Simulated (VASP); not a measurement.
Here is a VASP 6.6.1 calculation.

Contents of INCAR:

```
PREC = Accurate
ENCUT = 520
EDIFF = 1E-6
ISMEAR = -1
SIGMA = 0.03
LREAL = F
LASPH = T
NELM = 150
ALGO = Normal
ISIF = 2
LWAVE = F
LCHARG = F
ISPIN = 2
MAGMOM = 0 1.5 1.5 1.5
LORBIT = 11
LMAXMIX = 4
GGA = PE
NBANDS = 28
```

The input KPOINTS:

```
Automatic mesh
0
Gamma
  10 10 10
```

POSCAR

```
AlNi3
1.0
    3.3503142144      0.0000000000      0.0000000000
    0.0000000000      3.3503142144      0.0000000000
    0.0000000000      0.0000000000      3.3503142144
Al Ni
1 3
Direct
    0.0000000000      0.0000000000      0.0000000000
    0.0000000000      0.5000000000      0.5000000000
    0.5000000000      0.0000000000      0.5000000000
    0.5000000000      0.5000000000      0.0000000000
```

Potentials or basis: VASP PAW PBE potentials, release 64 (Al, Ni).

Command:

```bash
$ cat potpaw_PBE.64/Al/POTCAR potpaw_PBE.64/Ni/POTCAR > POTCAR
$ mpirun -np 1 vasp_std > vasp.out
```

What does it give for the site moments?

Al -0.00; Ni +0.08 μB.

Predict the pressure.

51.8 GPa.

Caveat: the cell stands under pressure.
